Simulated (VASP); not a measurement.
Crystal: C.

```
C
1.0
    -4.18088    0.06402    0.01183
     2.14880   -3.95663   -0.05583
    -0.01294    0.05987    4.59561
C
12
Direct
  0.22663 0.81259 0.34671
  0.39540 0.18649 0.65184
  0.07910 0.80971 0.65355
  0.29037 0.21173 0.34015
  0.76845 0.19451 0.67028
  0.57913 0.81900 0.32972
  0.90255 0.19113 0.34017
  0.74373 0.80798 0.66230
  0.92379 0.50703 0.16561
  0.43707 0.48355 0.83611
  0.07183 0.49786 0.84671
  0.58194 0.47843 0.15685
```

```yaml
Program: VASP 6.6.1
Task: relaxation of cell and atoms
Functional: PBE
Potentials_or_basis: VASP PAW PBE potentials, release 64 (C)
Cutoff: 600 eV
k_mesh: 4 × 4 × 4
Occupations: gaussian, width 0.1 eV
Spin: no spin polarisation
```

At the start: pressure -2.1 GPa; volume 6.28 Å³/atom.

Question: Where does the relaxation end?

Answer: Over 15 steps the energy falls by 200.2 meV/atom and the volume is 6.10 Å³/atom (-2.8 %); space group P1 (No. 1, to 0.1 Å) before, Cmme (No. 67, to 0.1 Å).

Step by step:
| step | energy change (eV) | largest force (eV/Å) | pressure (GPa) | volume (Å³) |
| --- | --- | --- | --- | --- |
| 1 | 0.0000 | 8.6534 | -2.14 | 75.38 |
| 2 | 3.5970 | 7.0618 | 19.94 | 74.28 |
| 3 | -1.9269 | 2.8446 | -7.73 | 75.07 |
| 4 | -1.9299 | 2.7687 | -7.81 | 75.08 |
| 5 | -1.7618 | 4.3258 | 8.53 | 72.12 |
| 6 | -2.3207 | 1.3263 | -2.15 | 73.72 |
| 7 | -2.3293 | 1.6047 | 2.17 | 72.87 |
| 8 | -2.3925 | 0.3848 | -0.13 | 73.27 |
| 9 | -2.3978 | 0.2955 | 0.47 | 73.16 |
| 10 | -2.4002 | 0.1315 | 0.25 | 73.20 |
| 11 | -2.4014 | 0.0938 | -0.01 | 73.25 |
| 12 | -2.4014 | 0.0853 | 0.01 | 73.25 |
| 13 | -2.4017 | 0.0415 | -0.07 | 73.27 |
| 14 | -2.4017 | 0.0360 | -0.06 | 73.27 |
| 15 | -2.4018 | 0.0217 | 0.00 | 73.25 |

Final structure:
```xyz
12
Lattice="-4.1885 -0.0003 -0.0001 2.0945 -3.8183 0.0018 -0.0003 -0.0016 4.5802" Properties=species:S:1:pos:R:3 pbc="T T T"
C     0.7830   -3.0867    1.5483
C    -1.3111   -0.7337    3.0338
C     1.3111   -3.0842    3.0328
C    -0.7833   -0.7356    1.5495
C    -2.8775   -0.7340    3.0330
C    -0.7831   -3.0864    1.5488
C    -3.4053   -0.7358    1.5487
C    -1.3110   -3.0845    3.0330
C    -2.8687   -1.9108    0.7204
C    -0.7746   -1.9093    3.8615
C     0.7745   -1.9094    3.8606
C    -1.3197   -1.9108    0.7213
```

Caveat: the k points lie up to 0.43 Å⁻¹ apart in the final cell.
